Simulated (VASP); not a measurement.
Input of a VASP 6.6.1 run:

The input INCAR:

```
  ALGO = Normal
  EDIFF = 1E-6
  ENCUT = 520
  GGA = RP
  ISIF = 2
  ISMEAR = -1
  LASPH = True
  LCHARG = True
  LELF = True
  LREAL = False
  LVHAR = True
  LWAVE = False
  NBANDS = 12
  NELM = 60
  PREC = Accurate
  SIGMA = 0.1
```

Contents of KPOINTS:

```
k-points
0
Gamma
  9 9 12
```

Contents of POSCAR:

```
Al
1.0
    4.7314821897      0.0000000000      0.0000000000
   -2.3657410949      4.0975837738      0.0000000000
    0.0000000000      0.0000000000      2.9293237597
Al
3
Direct
    1.0000000000      0.0000000000      0.0000000000
    0.3333333333      0.6666666667      0.5000000000
    0.6666666667      0.3333333333      0.5000000000
```

Potentials or basis: VASP PAW PBE potentials, release 64 (Al).

Launch:

```bash
$ cat potpaw_PBE.64/Al/POTCAR > POTCAR
$ mpirun -np 1 vasp_std > vasp.out
```

Problem. Estimate the pressure.

Solution. -4.3 GPa.

Stress tensor (GPa, compression positive):
```
-3.91  0.00  0.00
 0.00 -3.91  0.00
 0.00  0.00 -5.16
```

Caveat: the PAW data sets were made with another functional, which shifts forces and pressure a little.
